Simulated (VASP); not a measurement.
# AlN in VASP: notebook

AlN is run at these levels: PBE; tasks: single point.

All numbers are computed with VASP 6.6.1; they aren't measurements. Logs are shortened: lines on timing, memory, paths and dates and some standing lists are left out, and cuts for length are marked.

## (1) The cell of the first run

The structure is trigonal, space group R-3m (No. 166). Conventional cell: a = 2.884 Å, b = 2.884 Å, c = 6.984 Å, α = 90.00°, β = 90.00°, γ = 120.00°. Al (site symmetry -3m) has 6 N at 2.03 Å within 2.7 Å. N (site symmetry -3m) has 6 Al at 2.03 Å within 2.7 Å.

## (2) Single point, PBE (epitaxial 111 strain +1.0%)

INCAR reads:

```
  ALGO = Normal
  EDIFF = 1E-6
  ENCUT = 520
  GGA = PE
  ISIF = 2
  ISMEAR = 0
  LASPH = True
  LCHARG = True
  LELF = True
  LREAL = False
  LVHAR = True
  LWAVE = False
  NBANDS = 11
  NELM = 80
  PREC = Accurate
  SIGMA = 0.01
```

KPOINTS reads:

```
k-points
0
Gamma
  6 6 6
```

POSCAR reads:

```
AlN
1.0
   -0.0152594184      2.0237977183      2.0237977183
    2.0237977183     -0.0152594184      2.0237977183
    2.0237977183      2.0237977183     -0.0152594184
Al N
1 1
Direct
    0.0000000000      0.0000000000      0.0000000000
    0.5000000000      0.5000000000      0.5000000000
```

Potentials or basis: VASP PAW PBE potentials, release 64 (Al, N).

Launch:

```console
$ cat potpaw_PBE.64/Al/POTCAR potpaw_PBE.64/N/POTCAR > POTCAR
$ mpirun -np 1 vasp_std > vasp.out
```

OUTCAR:

```text
EDIFF = 1E-6
   ENCUT = 520
   GGA = PE
   ISIF = 2
   ISMEAR = 0
   LASPH = True
   LREAL = False
   NELM = 80
   PREC = Accurate

 ion  position               nearest neighbor table
   1  0.000  0.000  0.000-   2 2.03   2 2.03   2 2.03   2 2.03   2 2.03   2 2.03
   2  0.500  0.500  0.500-   1 2.03   1 2.03   1 2.03   1 2.03   1 2.03   1 2.03

  LATTYP: Found a trigonal (rhomboedric) cell.
 ALAT       =     2.8621228588
 COS(alpha) =     0.4924460100

  Lattice vectors:

 A1 = (  -0.0152594184,   2.0237977183,   2.0237977183)
 A2 = (   2.0237977183,  -0.0152594184,   2.0237977183)
 A3 = (   2.0237977183,   2.0237977183,  -0.0152594184)

Analysis of symmetry for initial positions (statically):
=====================================================================
 Subroutine PRICEL returns:
 Original cell was already a primitive cell.

 Routine SETGRP: Setting up the symmetry group for a
 trigonal (rhombohedral) supercell.

 Subroutine GETGRP returns: Found 12 space group operations
 (whereof 12 operations were pure point group operations)
 out of a pool of 12 trial point group operations.

The static configuration has the point symmetry D_3d.

Analysis of symmetry for dynamics (positions and initial velocities):
=====================================================================
 Subroutine PRICEL returns:
 Original cell was already a primitive cell.

 Routine SETGRP: Setting up the symmetry group for a
 trigonal (rhombohedral) supercell.

 Subroutine GETGRP returns: Found 12 space group operations
 (whereof 12 operations were pure point group operations)
 out of a pool of 12 trial point group operations.

The dynamic configuration has the point symmetry D_3d.

 Subroutine INISYM returns: Found 12 space group operations
 (whereof 12 operations are pure point group operations),
 and found     1 'primitive' translations

----------------------------------------------------------------------------------------

                                     Primitive cell

  volume of cell :      16.7655

  direct lattice vectors                    reciprocal lattice vectors
    -0.015259418  2.023797718  2.023797718    -0.244283429  0.246139317  0.246139317
     2.023797718 -0.015259418  2.023797718     0.246139317 -0.244283429  0.246139317
     2.023797718  2.023797718 -0.015259418     0.246139317  0.246139317 -0.244283429

  length of vectors
     2.862122859  2.862122859  2.862122859     0.425257005  0.425257005  0.425257005

  position of ions in fractional coordinates (direct lattice)
[... 82 lines left out ...]
   NSW    =      0    number of steps for IOM
   IBRION =     -1    ionic relax: 0-MD 1-quasi-New 2-CG
   NFREE  =      0    steps in history (QN), initial steepest desc. (CG)
   ISIF   =      2    stress and relaxation
   ISYM   =      2    0-nonsym 1-usesym 2-fastsym
   POTIM  = 0.5000    time-step for ionic-motion
   TEBEG  =    0.0;   TEEND  =   0.0 temperature during run
   PSTRESS=    0.0 pullay stress
   NELECT =       8.0000    total number of electrons
   NUPDOWN=      -1.0000    fix difference up-down
   EMIN   =  10.00;   EMAX   =-10.00  energy-range for DOS
   EFERMI =   0.00;   METHOD = LEGACY
   ISMEAR =     0;   SIGMA  =   0.01  broadening in eV -4-tet -1-fermi 0-gaus
   EFERMI_NEDOS =   21; number of points for ismear=-14 and -15
   IALGO  =     38    algorithm
   IMIX   =      4    mixing-type and parameters
     AMIX     =   0.40;   BMIX     =  1.00
     AMIX_MAG =   1.60;   BMIX_MAG =  1.00
  volume/ion in A,a.u.               =       8.38        56.57
  Fermi-wavevector in a.u.,A,eV,Ry     =   1.279282  2.417493 22.266787  1.636563
  Thomas-Fermi vector in A             =   2.411776
   LORBIT       =      0    0 simple, 1 ext, 2 COOP (PROOUT), +10 PAW based schemes
   GGA     = PE    functional components
   LHFCALC =     F    Hartree Fock is set to
   AEXX    =    0.0000 exact exchange contribution
   IVDW    =     0    specifies the selected vdW correction
   LEPSILON=     F    determine dielectric tensor
   LRPA    =     F    only Hartree local field effects (RPA)
 non-spin polarized calculation
 Gauss-broadening in eV      SIGMA  =   0.01
  energy-cutoff  :      520.00
  volume of cell :       16.77
 maximum number of plane-waves:       464
 NGX is ok and might be reduce to    24
   NGX = 11   NGY = 11   NGZ = 11

 number of electron       7.9999999 magnetization

 Free energy of the ion-electron system (eV)
  ---------------------------------------------------
  ext. energy  EPLUGINS =         0.00000000
  ---------------------------------------------------
  free energy    TOTEN  =       -14.53764778 eV

  energy without entropy =      -14.53764778  energy(sigma->0) =      -14.53764778

 E-fermi :  10.0052     XC(G=0): -12.2171

 val. band max:        9.8844565314   @ k =   0.0000   0.0000   0.0000
 cond. band min:      14.2272186653   @ k =   0.5000   0.5000   0.0000
 fundamental gap:      4.3427621339
 Fermi energy:        10.0052272522

 k-point     1 :       0.0000    0.0000    0.0000
  band No.  band energies     occupation
      1      -7.6417      2.00000
      2       9.7312      2.00000
      3       9.7312      2.00000
      4       9.8845      2.00000
      5      15.2459      0.00000
      6      21.7833      0.00000
      7      21.7833      0.00000
      8      22.1355      0.00000
      9      26.9854      0.00000
     10      27.4627      0.00000
     11      27.4627      0.00000
[... 309 lines left out ...]
 k-point    24 :      -0.3333    0.5000    0.1667
  band No.  band energies     occupation
      1      -3.3604      2.00000
      2       3.2517      2.00000
      3       5.3087      2.00000
      4       6.1571      2.00000
      5      16.5627      0.00000
      6      18.0765      0.00000
      7      22.2763      0.00000
      8      23.2697      0.00000
      9      27.5835      0.00000
     10      31.2200      0.00000
     11      34.4216      0.00000

 [... further k-points ...]
[... 5 lines left out ...]
  --------------------------------------------------------------------------------------
  -------------------------------------------------------------------------------------
  Total        0.1226770      0.1226770      0.1226770      0.2396915      0.2396915      0.2396915
  in kB       11.7235214     11.7235214     11.7235214     22.9059150     22.9059150     22.9059150
  external PRESSURE =      11.7235214 kB  Pullay stress =       0.0000000 kB

 VOLUME and BASIS-vectors are now :
 -----------------------------------------------------------------------------
  energy-cutoff  :      520.00
  volume of cell :       16.77
      direct lattice vectors                 reciprocal lattice vectors
    -0.015259418  2.023797718  2.023797718    -0.244283429  0.246139317  0.246139317
     2.023797718 -0.015259418  2.023797718     0.246139317 -0.244283429  0.246139317
     2.023797718  2.023797718 -0.015259418     0.246139317  0.246139317 -0.244283429

 POSITION                                       TOTAL-FORCE (eV/Angst)
 -----------------------------------------------------------------------------------
      0.00000      0.00000      0.00000        -0.000000     -0.000000     -0.000000
      2.01617      2.01617      2.01617         0.000000      0.000000      0.000000
 -----------------------------------------------------------------------------------
    total drift:                               -0.000000     -0.000000      0.000000

  FREE ENERGIE OF THE ION-ELECTRON SYSTEM (eV)
  ---------------------------------------------------
  free  energy   TOTEN  =       -14.5376477755 eV

  energy  without entropy=      -14.5376477755  energy(sigma->0) =      -14.53764778
```

stdout:

```text
POSCAR found type information on POSCAR AlN
 POSCAR found :  2 types and       2 ions
 scaLAPACK will be used
 LDA part: xc-table for (Slater+PW92), standard interpolation
 POSCAR, INCAR and KPOINTS ok, starting setup
 FFT: planning ... GRIDC
 FFT: planning ... GRID_SOFT
 FFT: planning ... GRID
 WAVECAR not read
 entering main loop
```

It took 3.1 s on 1 thread of Intel Xeon 6975P-C, shared host; peak memory 0.13 GiB.

What came out:

- Free energy: -14.5376 eV
- Pressure: 1.2 GPa
- Band gap on the k mesh: 4.34 eV, indirect (least direct gap 5.36 eV)

Levels at points of the mesh, in eV from the valence-band top:
```
           k point  band 1  band 2  band 3  band 4  band 5  band 6  band 7  band 8  band 9
(0.00, 0.00, 0.00)  -17.53   -0.15   -0.15    0.00    5.36   11.90   11.90   12.25   17.10
(0.50, 0.00, 0.00)  -14.34   -8.34   -1.18   -1.08    5.98   10.77   10.90   12.94   15.87
(0.50, 0.50, 0.00)  -13.36   -7.39   -2.94   -2.79    4.34    5.24   13.76   16.88   16.96
(0.50, 0.50, 0.50)  -14.26   -8.23   -1.23   -1.23    5.79   10.60   10.60   13.08   15.71
```

Caveat: the k points lie up to 0.45 Å⁻¹ apart; the cell differs from its parent crystal (epitaxial 111 strain +1.0%).

## (3) Single point, PBE (epitaxial 111 strain +2.0%)

INCAR reads:

```
PREC = Accurate
ENCUT = 520
EDIFF = 1E-6
ISMEAR = 0
SIGMA = 0.01
LREAL = False
LASPH = True
NELM = 60
ALGO = Normal
ISIF = 2
LWAVE = False
LCHARG = False
GGA = PE
NBANDS = 11
```

KPOINTS reads:

```
regular mesh
0
Gamma
  6 6 6
```

POSCAR reads:

```
AlN
1.0
   -0.0305421262      2.0287036950      2.0287036950
    2.0287036950     -0.0305421262      2.0287036950
    2.0287036950      2.0287036950     -0.0305421262
Al N
1 1
Direct
    0.0000000000      0.0000000000      0.0000000000
    0.5000000000      0.5000000000      0.5000000000
```

Potentials or basis: VASP PAW PBE potentials, release 64 (Al, N).

Launch:

```console
$ cat potpaw_PBE.64/Al/POTCAR potpaw_PBE.64/N/POTCAR > POTCAR
$ mpirun -np 1 vasp_std > vasp.out
```

Wall time 2.9 s (1 thread of Intel Xeon 6975P-C, shared host); peak memory 0.13 GiB.

It converged, with:

* Free energy: -14.5277 eV
* Pressure: -3.3 GPa
* Band gap on the k mesh: 4.04 eV, indirect (least direct gap 4.99 eV)

Stress tensor (GPa, compression positive):
```
-3.34  4.39  4.39
 4.39 -3.34  4.39
 4.39  4.39 -3.34
```

Levels at points of the mesh, in eV from the valence-band top:
| k point | band 1 | band 2 | band 3 | band 4 | band 5 | band 6 | band 7 | band 8 | band 9 |
| --- | --- | --- | --- | --- | --- | --- | --- | --- | --- |
| (0.00, 0.00, 0.00) | -17.46 | -0.30 | -0.30 | 0.00 | 4.99 | 11.63 | 11.63 | 12.34 | 16.85 |
| (0.50, 0.00, 0.00) | -14.36 | -8.35 | -1.26 | -1.07 | 5.81 | 10.52 | 10.80 | 12.53 | 15.62 |
| (0.50, 0.50, 0.00) | -13.39 | -7.36 | -3.06 | -2.76 | 4.04 | 5.21 | 13.42 | 16.46 | 16.63 |
| (0.50, 0.50, 0.50) | -14.21 | -8.14 | -1.36 | -1.36 | 5.43 | 10.19 | 10.19 | 12.80 | 15.31 |

Caveat: the k points lie up to 0.44 Å⁻¹ apart; the cell differs from its parent crystal (epitaxial 111 strain +2.0%). A k mesh can miss the band edges.

## (4) Single point, PBE (epitaxial 111 strain +3.0%)

INCAR reads:

```
  PREC = Accurate
  ENCUT = 520
  EDIFF = 1E-6
  ISMEAR = 0
  SIGMA = 0.01
  LREAL = F
  LASPH = T
  NELM = 100
  ALGO = Normal
  ISIF = 2
  LWAVE = F
  LCHARG = F
  GGA = PE
  NBANDS = 11
```

KPOINTS is that of step 3.

POSCAR reads:

```
AlN
1.0
   -0.0458542200      2.0335802857      2.0335802857
    2.0335802857     -0.0458542200      2.0335802857
    2.0335802857      2.0335802857     -0.0458542200
Al N
1 1
Direct
    0.0000000000      0.0000000000      0.0000000000
    0.5000000000      0.5000000000      0.5000000000
```

Launch:

```console
$ cat potpaw_PBE.64/Al/POTCAR potpaw_PBE.64/N/POTCAR > POTCAR
$ mpirun -np 1 vasp_std > vasp.out
```

It took 3.3 s on 1 thread of Intel Xeon 6975P-C, shared host; peak memory 0.13 GiB.

It converged, with:

- Free energy: -14.5045 eV
- Pressure: -7.5 GPa
- Band gap on the k mesh: 3.74 eV, indirect (least direct gap 4.63 eV)

Stress tensor (GPa, compression positive):
```
-7.47  6.32  6.32
 6.32 -7.47  6.32
 6.32  6.32 -7.47
```

Levels at points of the mesh, in eV from the valence-band top:
| k point | band 1 | band 2 | band 3 | band 4 | band 5 | band 6 | band 7 | band 8 | band 9 |
| --- | --- | --- | --- | --- | --- | --- | --- | --- | --- |
| (0.00, 0.00, 0.00) | -17.39 | -0.43 | -0.43 | 0.00 | 4.63 | 11.37 | 11.37 | 12.44 | 16.57 |
| (0.50, 0.00, 0.00) | -14.38 | -8.36 | -1.33 | -1.06 | 5.64 | 10.29 | 10.70 | 12.12 | 15.38 |
| (0.50, 0.50, 0.00) | -13.41 | -7.33 | -3.18 | -2.73 | 3.74 | 5.19 | 13.08 | 16.04 | 16.33 |
| (0.50, 0.50, 0.50) | -14.16 | -8.04 | -1.49 | -1.49 | 5.09 | 9.80 | 9.80 | 12.50 | 14.94 |

Caveat: the k points lie up to 0.44 Å⁻¹ apart; the cell differs from its parent crystal (epitaxial 111 strain +3.0%). A k mesh can miss the band edges.

## (5) Single point, PBE (epitaxial 111 strain +4.0%)

INCAR reads:

```
SYSTEM = AlN
ALGO = Normal ; EDIFF = 1E-6
ENCUT = 520 ; GGA = PE
ISIF = 2 ; ISMEAR = 0
LASPH = .True. ; LCHARG = .False.
LREAL = .False. ; LWAVE = .False.
NBANDS = 11 ; NELM = 80
PREC = Accurate ; SIGMA = 0.01
```

KPOINTS reads:

```
k-points
0
Gamma
  6 6 6
  0 0 0
```

POSCAR reads:

```
AlN
1.0
   -0.0610761100      2.0385470802      2.0385470802
    2.0385470802     -0.0610761100      2.0385470802
    2.0385470802      2.0385470802     -0.0610761100
Al N
1 1
Direct
    0.0000000000      0.0000000000      0.0000000000
    0.5000000000      0.5000000000      0.5000000000
```

Launch:

```console
$ cat potpaw_PBE.64/Al/POTCAR potpaw_PBE.64/N/POTCAR > POTCAR
$ mpirun -np 1 vasp_std > vasp.out
```

Wall time 3.9 s (1 thread of Intel Xeon 6975P-C, shared host); peak memory 0.13 GiB.

It converged, with:

```yaml
Free_energy: -14.4689 eV
Pressure: -11.2 GPa
Band_gap_on_the_k_mesh: 3.44 eV, indirect (least direct gap 4.27 eV)
```

Stress tensor (GPa, compression positive):
```
-11.24   8.06   8.06
  8.06 -11.24   8.06
  8.06   8.06 -11.24
```

Levels at points of the mesh, in eV from the valence-band top:
```tsv
k point	band 1	band 2	band 3	band 4	band 5	band 6	band 7	band 8
(0.00, 0.00, 0.00)	-17.32	-0.55	-0.55	0.00	4.27	11.13	11.13	12.55
(0.50, 0.00, 0.00)	-14.39	-8.36	-1.40	-1.04	5.46	10.06	10.62	11.72
(0.50, 0.50, 0.00)	-13.43	-7.30	-3.28	-2.69	3.44	5.18	12.73	15.64
(0.50, 0.50, 0.50)	-14.10	-7.93	-1.61	-1.61	4.77	9.42	9.42	12.20
```

Caveat: the k points lie up to 0.43 Å⁻¹ apart; the cell differs from its parent crystal (epitaxial 111 strain +4.0%). A k mesh can miss the band edges.

## (6) Single point, PBE

This run uses another cell than the first one, of 8.23 Å³/atom, 0.982 times its volume.

INCAR reads:

```
SYSTEM = AlN
PREC = Accurate
ENCUT = 520
EDIFF = 1E-6
ISMEAR = -1
SIGMA = 0.02
LREAL = .FALSE.
LASPH = .TRUE.
NELM = 100
ALGO = Normal
ISIF = 2
LWAVE = .FALSE.
LCHARG = .FALSE.
GGA = PE
NBANDS = 11
```

KPOINTS reads:

```
regular mesh
0
G
  10 10 10
  0 0 0
```

POSCAR reads:

```
AlN
1.0
    0.0000000000      2.0188684521      2.0188684521
    2.0188684521      0.0000000000      2.0188684521
    2.0188684521      2.0188684521      0.0000000000
Al N
1 1
Direct
    0.0000000000      0.0000000000      0.0000000000
    0.5000000000      0.5000000000      0.5000000000
```

Potentials or basis: VASP PAW PBE potentials, release 64 (Al, N).

Launch:

```console
$ cat potpaw_PBE.64/Al/POTCAR potpaw_PBE.64/N/POTCAR > POTCAR
$ mpirun -np 1 vasp_std > vasp.out
```

OUTCAR:

```text
SYSTEM = AlN
   PREC = Accurate
   ENCUT = 520
   EDIFF = 1E-6
   ISMEAR = -1
   LREAL = .FALSE.
   LASPH = .TRUE.
   NELM = 100
   ISIF = 2
   GGA = PE

 ion  position               nearest neighbor table
   1  0.000  0.000  0.000-   2 2.02   2 2.02   2 2.02   2 2.02   2 2.02   2 2.02
   2  0.500  0.500  0.500-   1 2.02   1 2.02   1 2.02   1 2.02   1 2.02   1 2.02

  LATTYP: Found a face centered cubic cell.
 ALAT       =     4.0377369042

  Lattice vectors:

[... 513 lines left out ...]
      5      16.1947      0.00000
      6      16.9528      0.00000
      7      22.2752      0.00000
      8      25.6750      0.00000
      9      26.4429      0.00000
     10      31.8956      0.00000
     11      34.8768      0.00000

 [... further k-points ...]
[... 5 lines left out ...]
  --------------------------------------------------------------------------------------
  -------------------------------------------------------------------------------------
  Total        0.6289503      0.6289503      0.6289503      0.0000000     -0.0000000     -0.0000000
  in kB       61.2312139     61.2312139     61.2312139      0.0000000     -0.0000000     -0.0000000
  external PRESSURE =      61.2312139 kB  Pullay stress =       0.0000000 kB

 VOLUME and BASIS-vectors are now :
 -----------------------------------------------------------------------------
  energy-cutoff  :      520.00
  volume of cell :       16.46
      direct lattice vectors                 reciprocal lattice vectors
     0.000000000  2.018868452  2.018868452    -0.247663487  0.247663487  0.247663487
     2.018868452  0.000000000  2.018868452     0.247663487 -0.247663487  0.247663487
     2.018868452  2.018868452  0.000000000     0.247663487  0.247663487 -0.247663487

 POSITION                                       TOTAL-FORCE (eV/Angst)
 -----------------------------------------------------------------------------------
      0.00000      0.00000      0.00000        -0.000000      0.000000      0.000000
      2.01887      2.01887      2.01887         0.000000     -0.000000     -0.000000
 -----------------------------------------------------------------------------------
    total drift:                               -0.000000     -0.000000      0.000000

  FREE ENERGIE OF THE ION-ELECTRON SYSTEM (eV)
  ---------------------------------------------------
  free  energy   TOTEN  =       -14.5383883059 eV

  energy  without entropy=      -14.5383883059  energy(sigma->0) =      -14.53838831
```

OSZICAR:

```text
N       E                     dE             d eps       ncg     rms          rms(c)
DAV:   1     0.118865992045E+02    0.11887E+02   -0.40061E+03  1050   0.622E+02
DAV:   2    -0.155015151552E+02   -0.27388E+02   -0.26241E+02  1257   0.143E+02
DAV:   3    -0.162835792913E+02   -0.78206E+00   -0.78056E+00  1254   0.223E+01
DAV:   4    -0.162866292850E+02   -0.30500E-02   -0.30498E-02  1172   0.149E+00
DAV:   5    -0.162866545545E+02   -0.25270E-04   -0.25269E-04  1214   0.133E-01    0.761E+00
DAV:   6    -0.145591307899E+02    0.17275E+01   -0.74593E+00  1130   0.145E+01    0.270E+00
DAV:   7    -0.145441098066E+02    0.15021E-01   -0.18271E-01  1171   0.312E+00    0.178E+00
DAV:   8    -0.145386806265E+02    0.54292E-02   -0.15537E-02  1094   0.109E+00    0.336E-01
DAV:   9    -0.145383357399E+02    0.34489E-03   -0.14525E-03  1175   0.228E-01    0.151E-01
DAV:  10    -0.145383941976E+02   -0.58458E-04   -0.13354E-04  1150   0.852E-02    0.420E-02
DAV:  11    -0.145383886268E+02    0.55708E-05   -0.17730E-05  1208   0.237E-02    0.772E-03
DAV:  12    -0.145383883059E+02    0.32093E-06   -0.62508E-07   622   0.673E-03
   1 F= -.14538388E+02 E0= -.14538388E+02  d E =-.702324E-11
```

stdout:

```text
POSCAR found type information on POSCAR AlN
 POSCAR found :  2 types and       2 ions
 scaLAPACK will be used
 LDA part: xc-table for (Slater+PW92), standard interpolation
 POSCAR, INCAR and KPOINTS ok, starting setup
 FFT: planning ... GRIDC
 FFT: planning ... GRID_SOFT
 FFT: planning ... GRID
 WAVECAR not read
 entering main loop
```

Run time: 3.4 s. Hardware: 1 thread of Intel Xeon 6975P-C, shared host; peak memory 0.13 GiB.

What came out:

- Free energy: -14.5384 eV
- Pressure: 6.1 GPa
- Band gap on the k mesh: 4.65 eV, indirect (least direct gap 5.74 eV)

A k mesh can miss the band edges. As with any semilocal functional, this PBE gap is likely too small.

## (7) Overview

| cell | k mesh | smearing | gap on the mesh (eV) | pressure (GPa) |
| --- | --- | --- | --- | --- |
| a = 2.862 Å, angles 60.5°, 2 atoms | 6 × 6 × 6 | gaussian 0.01 eV | 4.34 | 1.2 |
| a = 2.869 Å, angles 61.0°, 2 atoms | 6 × 6 × 6 | gaussian 0.01 eV | 4.04 | -3.3 |
| a = 2.876 Å, angles 61.5°, 2 atoms | 6 × 6 × 6 | gaussian 0.01 eV | 3.74 | -7.5 |
| a = 2.884 Å, angles 62.0°, 2 atoms | 6 × 6 × 6 | gaussian 0.01 eV | 3.44 | -11.2 |
| a = 2.855 Å, angles 60.0°, 2 atoms | 10 × 10 × 10 | fermi-dirac 0.02 eV | 4.65 | 6.1 |

Alike in all rows: task single point; level PBE; potentials or basis VASP PAW PBE potentials, release 64 (Al, N); no spin polarisation; cutoff (eV) 520.

Caveats: some runs use coarse meshes.

Total energies depend on the potentials used, so only differences within one code and one set of settings carry meaning.
